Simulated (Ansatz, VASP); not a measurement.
**One calculation of K, two programs**

INCAR

```
SYSTEM = K
  PREC = Accurate
  ENCUT = 520
  EDIFF = 1E-7
  ISMEAR = 0
  SIGMA = 0.15
  LREAL = .False.
  LASPH = .True.
  NELM = 100
  ALGO = Fast
  ISIF = 2
  LWAVE = .False.
  LCHARG = .True.
  GGA = PE
  LELF = .True.
  LVHAR = .True.
  NBANDS = 10
```

The input KPOINTS:

```
Automatic mesh
0
Gamma
  14 14 14
  0 0 0
```

The input POSCAR:

```
K
1.0
   -2.2870336567      2.2870336567      3.4305504850
    2.2870336567     -2.2870336567      3.4305504850
    2.2870336567      2.2870336567     -3.4305504850
K
1
Direct
    0.0000000000      0.0000000000      0.0000000000
```

Input for Ansatz:

```yaml
crystal:
  lattice:
    - [-2.2870336567, 2.2870336567, 3.430550485]
    - [2.2870336567, -2.2870336567, 3.430550485]
    - [2.2870336567, 2.2870336567, -3.430550485]
  atoms:
    - { symbol: K, position: [0.0, 0.0, 0.0] }
basis:
  ecutwfc: 420
kpoints:
  mp_grid: { grid: [14, 14, 14] }
hamiltonian:
  xc: pbe
scf:
  occupations: { method: gaussian, width: 0.15 }
output:
  forces: true
  stress: true
  eigenvalues: true
  write_density: true
  write_potential: true
  elf: true
  volumetric_format: npy
```

Alike in both runs: task single point; functional PBE; k mesh 14 × 14 × 14; occupations gaussian, width 0.15 eV; no spin polarisation.

|  | VASP | Ansatz |
| --- | --- | --- |
| version | VASP 6.6.1 | Ansatz 0.2.0 |
| potentials or method | VASP PAW PBE potentials, release 64 (K_sv), cutoff 520 eV | scalar-relativistic, plane waves, PAW |
| valence electrons in the cell | 9 | 9 |

```tsv
	VASP	Ansatz	Ansatz less VASP
gap on the k mesh at the Fermi level (eV)	none	none	-
pressure (GPa)	0.1	0.1	+0.01
traceless stress, the component that is largest in VASP (GPa)	-0.05	-0.05	0.000
```

A gap of «none» marks a metal or a gap that the smearing closes.
